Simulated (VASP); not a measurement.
# SrTiO3 (Pm-3m) in VASP: vibrations by perturbation theory with PBEsol

Aim: the vibrations by perturbation theory of SrTiO3 with PBEsol.

Program: VASP 6.6.1. These are calculated values, not measurements. Logs are shortened: lines on timing, memory, paths and dates and some standing lists are left out, and cuts for length are marked.

## Step 1: The cell of the first run

Symmetry: Pm-3m, No. 221, cubic system. The conventional cell has a = 3.892 Å, b = 3.892 Å, c = 3.892 Å, α = 90.00°, β = 90.00°, γ = 90.00°. Sr (site symmetry m-3m) has 12 O at 2.75 Å and 8 Ti at 3.37 Å within 3.6 Å. Ti (site symmetry m-3m) has 6 O at 1.95 Å within 2.6 Å. Within 2.6 Å of O (site symmetry 4/mmm) lie 2 Ti at 1.95 Å.

## Step 2: Vibrations by perturbation theory, PBEsol

Contents of INCAR:

```
SYSTEM = SrTiO3
PREC = Accurate ; ENCUT = 520
EDIFF = 1E-8 ; ISMEAR = 0
SIGMA = 0.01 ; LREAL = .False.
LASPH = .True. ; NELM = 80
ALGO = Normal ; ISIF = 2
LWAVE = .False. ; LCHARG = .False.
GGA = PS ; NBANDS = 28
IBRION = 8 ; NSW = 1
LEPSILON = .True.
```

Contents of KPOINTS:

```
regular mesh
0
Gamma
  8 8 8
  0 0 0
```

Contents of POSCAR:

```
SrTiO3
1.0
    3.8915000000      0.0000000000      0.0000000000
    0.0000000000      3.8915000000      0.0000000000
    0.0000000000      0.0000000000      3.8915000000
Sr Ti O
1 1 3
Direct
    0.0000000000      0.0000000000      0.0000000000
    0.5000000000      0.5000000000      0.5000000000
    0.5000000000      0.5000000000      0.0000000000
    0.5000000000      0.0000000000      0.5000000000
    0.0000000000      0.5000000000      0.5000000000
```

Potentials or basis: VASP PAW PBE potentials, release 64 (Sr_sv, Ti_sv, O).

The run is started by

```bash
cat potpaw_PBE.64/Sr_sv/POTCAR potpaw_PBE.64/Ti_sv/POTCAR potpaw_PBE.64/O/POTCAR > POTCAR
mpirun -np 1 vasp_std > vasp.out
```

OUTCAR:

```text
SYSTEM = SrTiO3
   PREC = Accurate
   ENCUT = 520
   EDIFF = 1E-8
   ISMEAR = 0
   LREAL = .False.
   LASPH = .True.
   NELM = 80
   ISIF = 2
   GGA = PS
   IBRION = 8
   NSW = 1
   LEPSILON = .True.

 ion  position               nearest neighbor table
   1  0.000  0.000  0.000-   3 2.75   4 2.75   5 2.75   4 2.75   5 2.75   3 2.75   5 2.75   5 2.75
                             3 2.75   4 2.75   4 2.75   3 2.75   2 3.37   2 3.37   2 3.37   2 3.37
   2  0.500  0.500  0.500-   3 1.95   4 1.95   5 1.95   3 1.95   4 1.95   5 1.95   1 3.37   1 3.37
                             1 3.37   1 3.37   1 3.37   1 3.37   1 3.37   1 3.37
   3  0.500  0.500  0.000-   2 1.95   2 1.95   1 2.75   1 2.75   1 2.75   1 2.75
   4  0.500  0.000  0.500-   2 1.95   2 1.95   1 2.75   1 2.75   1 2.75   1 2.75
   5  0.000  0.500  0.500-   2 1.95   2 1.95   1 2.75   1 2.75   1 2.75   1 2.75

  LATTYP: Found a simple cubic cell.
 ALAT       =     3.8915000000

  Lattice vectors:

 A1 = (   3.8915000000,   0.0000000000,   0.0000000000)
 A2 = (   0.0000000000,   3.8915000000,   0.0000000000)
 A3 = (   0.0000000000,   0.0000000000,   3.8915000000)

Analysis of symmetry for initial positions (statically):
=====================================================================
 Subroutine PRICEL returns:
 Original cell was already a primitive cell.

 Routine SETGRP: Setting up the symmetry group for a
 simple cubic supercell.

 Subroutine GETGRP returns: Found 48 space group operations
 (whereof 48 operations were pure point group operations)
 out of a pool of 48 trial point group operations.

The static configuration has the point symmetry O_h .

Analysis of symmetry for dynamics (positions and initial velocities):
=====================================================================
 Subroutine PRICEL returns:
 Original cell was already a primitive cell.

 Routine SETGRP: Setting up the symmetry group for a
 simple cubic supercell.

 Subroutine GETGRP returns: Found 48 space group operations
 (whereof 48 operations were pure point group operations)
 out of a pool of 48 trial point group operations.

The dynamic configuration has the point symmetry O_h .

 Subroutine INISYM returns: Found 48 space group operations
 (whereof 48 operations are pure point group operations),
 and found     1 'primitive' translations

----------------------------------------------------------------------------------------

                                     Primitive cell

  volume of cell :      58.9320

  direct lattice vectors                    reciprocal lattice vectors
     3.891500000  0.000000000  0.000000000     0.256970320  0.000000000  0.000000000
     0.000000000  3.891500000  0.000000000     0.000000000  0.256970320  0.000000000
     0.000000000  0.000000000  3.891500000     0.000000000  0.000000000  0.256970320

  length of vectors
     3.891500000  3.891500000  3.891500000     0.256970320  0.256970320  0.256970320

  position of ions in fractional coordinates (direct lattice)
     0.000000000  0.000000000  0.000000000
     0.500000000  0.500000000  0.500000000
[... 968 lines left out ...]
 -----------------------------------------------------------------------------
    -0.00914  0.00000  0.00000
     0.00000 -0.00914 -0.00000
    -0.00000  0.00000  0.01255

 MACROSCOPIC STATIC DIELECTRIC TENSOR (including local field effects in DFT)
 ------------------------------------------------------
           6.357145     0.000000     0.000000
           0.000000     6.357145    -0.000000
           0.000000     0.000000     6.357145
 ------------------------------------------------------

 PIEZOELECTRIC TENSOR (including local field effects)  for field in x, y, z        (e  Angst)
          XX          YY          ZZ          XY          YZ          ZX
  --------------------------------------------------------------------------------
  x     0.00000     0.00000     0.00000     0.00000     0.00000     0.00000
  y     0.00000     0.00000     0.00000     0.00000     0.00000     0.00000
  z     0.00000     0.00000     0.00000     0.00000     0.00000     0.00000

 PIEZOELECTRIC TENSOR (including local field effects)  for field in x, y, z        (C/m^2)
          XX          YY          ZZ          XY          YZ          ZX
  --------------------------------------------------------------------------------
  x     0.00000     0.00000     0.00000     0.00000     0.00000     0.00000
  y     0.00000     0.00000     0.00000     0.00000     0.00000     0.00000
  z     0.00000     0.00000     0.00000     0.00000     0.00000     0.00000

 BORN EFFECTIVE CHARGES (including local field effects) (in |e|, cummulative output)
 ---------------------------------------------------------------------------------
 ion    1
    1     2.55394    -0.00000    -0.00000
    2    -0.00000     2.55394     0.00000
    3    -0.00000    -0.00000     2.55394
 ion    2
    1     7.35168    -0.00000    -0.00000
    2     0.00000     7.35168    -0.00000
    3     0.00000     0.00000     7.35168
 ion    3
    1    -2.04233    -0.00000     0.00000
    2    -0.00000    -2.04233     0.00000
    3    -0.00000    -0.00000    -5.82096
 ion    4
    1    -2.04233     0.00000    -0.00000
    2    -0.00000    -5.82096    -0.00000
    3     0.00000     0.00000    -2.04233
 ion    5
    1    -5.82096     0.00000     0.00000
    2     0.00000    -2.04233    -0.00000
    3     0.00000     0.00000    -2.04233

 INTERNAL STRAIN TENSOR FOR ION    5 for displacements in x,y,z  (eV/Angst):
          X           Y           Z          XY          YZ          ZX
  --------------------------------------------------------------------------------
  x     0.00000     0.00000     0.00000     0.00000     0.00000     0.00000
  y     0.00000     0.00000     0.00000     0.00000     0.00000     0.00000
  z     0.00000     0.00000     0.00000     0.00000     0.00000     0.00000

 SECOND DERIVATIVES (NOT SYMMETRIZED)
 ------------------------------------
               1X          1Y          1Z          2X          2Y          2Z          3X          3Y          3Z          4X          4Y          4Z          5X          5Y          5Z
  1X    -3.677513    0.000000   -0.000000    3.016005   -0.000000    0.000000   -0.257891   -0.000000    0.000000   -0.257891   -0.000000    0.000000    1.177290   -0.000000    0.000000
  1Y     0.000000   -3.677513    0.000000   -0.000000    3.016005   -0.000000   -0.000000   -0.257891    0.000000   -0.000000    1.177290    0.000000   -0.000000   -0.257891    0.000000
  1Z     0.000000    0.000000   -3.677513    0.000000    0.000000    3.016005    0.000000    0.000000    1.177290    0.000000    0.000000   -0.257891    0.000000    0.000000   -0.257891
  2X     3.008907    0.000000    0.000000   -2.303333    0.000000   -0.000000   -0.295237    0.000000    0.000000   -0.295237    0.000000    0.000000   -0.115100    0.000000   -0.000000
  2Y     0.000000    3.008907    0.000000    0.000000   -2.303333   -0.000000    0.000000   -0.295237    0.000000    0.000000   -0.115100   -0.000000    0.000000   -0.295237    0.000000
  2Z     0.000000    0.000000    3.008907    0.000000   -0.000000   -2.303333    0.000000   -0.000000   -0.115100    0.000000    0.000000   -0.295237    0.000000    0.000000   -0.295237
  3X    -0.270674    0.000000    0.000000   -0.272269    0.000000    0.000000   -4.026173    0.000000    0.000000   -0.900684    0.000000    0.000000    5.469801    0.000000    0.000000
  3Y     0.000000   -0.270674    0.000000    0.000000   -0.272269    0.000000    0.000000   -4.026173    0.000000    0.000000    5.469801    0.000000    0.000000   -0.900684    0.000000
  3Z     0.000000   -0.000000    1.187475   -0.000000    0.000000   -0.123671    0.000000    0.000000  -12.037038    0.000000    0.000000    5.486617   -0.000000   -0.000000    5.486617
  4X    -0.270674    0.000000    0.000000   -0.272269    0.000000    0.000000   -0.900684    0.000000    0.000000   -4.026173    0.000000    0.000000    5.469801    0.000000    0.000000
  4Y     0.000000    1.187475    0.000000    0.000000   -0.123671    0.000000    0.000000    5.486617    0.000000    0.000000  -12.037038   -0.000000   -0.000000    5.486617    0.000000
  4Z     0.000000    0.000000   -0.270674    0.000000    0.000000   -0.272269    0.000000    0.000000    5.469801    0.000000    0.000000   -4.026173    0.000000    0.000000   -0.900684
  5X     1.187475    0.000000    0.000000   -0.123671    0.000000    0.000000    5.486617    0.000000    0.000000    5.486617   -0.000000    0.000000  -12.037038   -0.000000    0.000000
  5Y     0.000000   -0.270674    0.000000    0.000000   -0.272269    0.000000    0.000000   -0.900684    0.000000    0.000000    5.469801    0.000000    0.000000   -4.026173    0.000000
  5Z     0.000000    0.000000   -0.270674    0.000000    0.000000   -0.272269    0.000000    0.000000    5.469801    0.000000    0.000000   -0.900684    0.000000    0.000000   -4.026173

 Eigenvectors and eigenvalues of the dynamical matrix
 ----------------------------------------------------

   1 f  =   16.124941 THz   101.315994 2PiTHz  537.870145 cm-1    66.687369 meV
             X         Y         Z           dx          dy          dz
      0.000000  0.000000  0.000000    -0.030851   -0.004294    0.000000
      1.945750  1.945750  1.945750    -0.002674   -0.000372   -0.000000
      1.945750  1.945750  0.000000    -0.377794   -0.052589   -0.000000
      1.945750  0.000000  1.945750    -0.377794    0.116012   -0.000000
      0.000000  1.945750  1.945750     0.833412   -0.052589    0.000000
[... 105 lines left out ...]
  15 f/i=    1.370539 THz     8.611348 2PiTHz   45.716245 cm-1     5.668089 meV
             X         Y         Z           dx          dy          dz
      0.000000  0.000000  0.000000    -0.077292    0.062901   -0.283048
      1.945750  1.945750  1.945750    -0.120423    0.098001   -0.440996
      1.945750  1.945750  0.000000     0.128524   -0.104594    0.414819
      1.945750  0.000000  1.945750     0.128524   -0.092184    0.470664
      0.000000  1.945750  1.945750     0.113275   -0.104594    0.470664

--------------------------------------------------------------------------------------------------------

 MACROSCOPIC STATIC DIELECTRIC TENSOR IONIC CONTRIBUTION
 ------------------------------------------------------
           5.252168     0.000000    -0.000000
           0.000000     5.252168    -0.000000
          -0.000000    -0.000000     5.252168
 ------------------------------------------------------

 ELASTIC MODULI CONTR FROM IONIC RELAXATION (kBar)
 Direction    XX          YY          ZZ          XY          YZ          ZX
 --------------------------------------------------------------------------------
 XX           0.0000      0.0000      0.0000      0.0000      0.0000      0.0000
 YY           0.0000      0.0000      0.0000      0.0000      0.0000      0.0000
 ZZ           0.0000      0.0000      0.0000      0.0000      0.0000      0.0000
 XY           0.0000      0.0000      0.0000      0.0000      0.0000      0.0000
 YZ           0.0000      0.0000      0.0000      0.0000      0.0000      0.0000
 ZX           0.0000      0.0000      0.0000      0.0000      0.0000      0.0000
 --------------------------------------------------------------------------------

 PIEZOELECTRIC TENSOR IONIC CONTR  for field in x, y, z        (C/m^2)
          XX          YY          ZZ          XY          YZ          ZX
  --------------------------------------------------------------------------------
  x     0.00000     0.00000     0.00000     0.00000     0.00000     0.00000
  y     0.00000     0.00000     0.00000     0.00000     0.00000     0.00000
  z     0.00000     0.00000     0.00000     0.00000     0.00000     0.00000
```

It took 27 min on 1 thread of Intel Xeon 6975P-C (Granite Rapids), shared host; peak memory 0.67 GiB.

Results:

- Electronic dielectric tensor (diagonal): 6.36
- Born charges (mean of the diagonal): Sr +2.55; Ti +7.35; O -3.30 e
- Highest phonon frequency at Γ, LO-TO splitting left out: 538 cm⁻¹
- Most unstable mode: 46i cm⁻¹

Phonon frequencies in cm⁻¹ (negative: imaginary):
```
              q point                                            frequencies
(0.000, 0.000, 0.000)  -46 -46 -46 1 1 1 160 160 160 230 230 230 538 538 538
```

Electronic dielectric tensor:
```
6.36 0.00 0.00
0.00 6.36 0.00
0.00 0.00 6.36
```

Born effective charge tensors (e):
atom 1, Sr
```
2.55 0.00 0.00
0.00 2.55 0.00
0.00 0.00 2.55
```
atom 2, Ti
```
7.35 0.00 0.00
0.00 7.35 0.00
0.00 0.00 7.35
```
atom 3, O
```
-2.04  0.00  0.00
 0.00 -2.04  0.00
 0.00  0.00 -5.82
```
atom 4, O
```
-2.04  0.00  0.00
 0.00 -5.82  0.00
 0.00  0.00 -2.04
```
atom 5, O
```
-5.82  0.00  0.00
 0.00 -2.04  0.00
 0.00  0.00 -2.04
```

Caveat: some modes are imaginary.
